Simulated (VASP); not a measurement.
SiC, 4 atoms in the cell. The structure is hexagonal, space group P6_3mc (No. 186). The conventional cell has a = 3.016 Å, b = 3.016 Å, c = 4.946 Å, α = 90.00°, β = 90.00°, γ = 120.00°. Si (site symmetry 3m) has 4 C at 1.85 to 1.86 Å within 2.5 Å. Within 2.5 Å of C (site symmetry 3m) lie 4 Si at 1.85 to 1.86 Å. 

```yaml
Program: VASP 6.6.1
Task: single point
Functional: PBEsol
Potentials_or_basis: VASP PAW PBE potentials, release 64 (Si, C)
Cutoff: 520 eV
k_mesh: 8 × 8 × 6
Occupations: gaussian, width 0.01 eV
Spin: no spin polarisation
Dipole_correction: no
Further_INCAR_settings: ALGO = Normal; EDIFF = 1e-07; NBANDS = 16
```

Potentials or basis: VASP PAW PBE potentials, release 64 (Si, C).

Launch:

```console
$ cat potpaw_PBE.64/Si/POTCAR potpaw_PBE.64/C/POTCAR > POTCAR
$ mpirun -np 1 vasp_std > vasp.out
```

Hardware: 1 thread of Intel Xeon 8259CL, on a shared host.

Q: Estimate the wall time of this run.

A: Run time: 31 s on 1 thread of Intel Xeon 8259CL, on a shared host, peak memory 0.16 GiB. Counts: scf iterations 13, k points 40.
